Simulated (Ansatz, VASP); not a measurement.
**One calculation of Bi, two programs**

The input POSCAR:

```
Bi
1.0
   -2.0329196100      2.0329196100      2.0329196100
    2.0329196100     -2.0329196100      2.0329196100
    2.0329196100      2.0329196100     -2.0329196100
Bi
1
Direct
    0.0000000000      0.0000000000      0.0000000000
```

The input INCAR.step1:

```
SYSTEM = Bi
  PREC = Accurate
  ENCUT = 520
  ISMEAR = 0
  SIGMA = 0.05
  LREAL = .False.
  LASPH = .True.
  NELM = 80
  NBANDS = 14
  GGA = PE
  ALGO = Normal
  EDIFF = 1E-4
  LWAVE = .True.
  LCHARG = .False.
```

INCAR.step2

```
SYSTEM = Bi
  PREC = Accurate
  ENCUT = 520
  EDIFF = 1E-6
  ISMEAR = 0
  SIGMA = 0.05
  LREAL = .False.
  LASPH = .True.
  NELM = 80
  ALGO = Normal
  ISIF = 2
  LWAVE = .False.
  LCHARG = .False.
  METAGGA = R2SCAN
  LMIXTAU = .True.
  NBANDS = 14
  ISTART = 1
```

File KPOINTS:

```
Automatic mesh
0
Gamma
  8 8 8
  0 0 0
```

Input for Ansatz:

```yaml
crystal:
  lattice:
    - [-2.0329196099997326, 2.0329196099997326, 2.0329196099997326]
    - [2.0329196099997326, -2.0329196099997326, 2.0329196099997326]
    - [2.0329196099997326, 2.0329196099997326, -2.0329196099997326]
  atoms:
    - { symbol: Bi, position: [0.0, 0.0, 0.0] }
basis:
  ecutwfc: 650.0
kpoints:
  mp_grid:
    grid: [8, 8, 8]
hamiltonian:
  xc: r2scan
  pseudopotentials:
    kind: paw
scf:
  occupations:
    method: gaussian
    width: 0.05
output:
  stress: true
```

Alike in both runs: task single point; functional r2SCAN; k mesh 8 × 8 × 8; occupations gaussian, width 0.05 eV; no spin polarisation.

|  | VASP | Ansatz |
| --- | --- | --- |
| version | VASP 6.6.1 | Ansatz 0.2.0 |
| potentials or method | VASP PAW PBE potentials, release 64 (Bi_d), cutoff 520 eV | plane waves, PAW |
| valence electrons in the cell | 15 | 15 |

```tsv
	VASP	Ansatz	Ansatz less VASP
pressure (GPa)	-3.8	-3.8	+0.06
```

VASP's potentials were made for PBE, not for r2SCAN.

Neither program's run includes spin-orbit coupling.
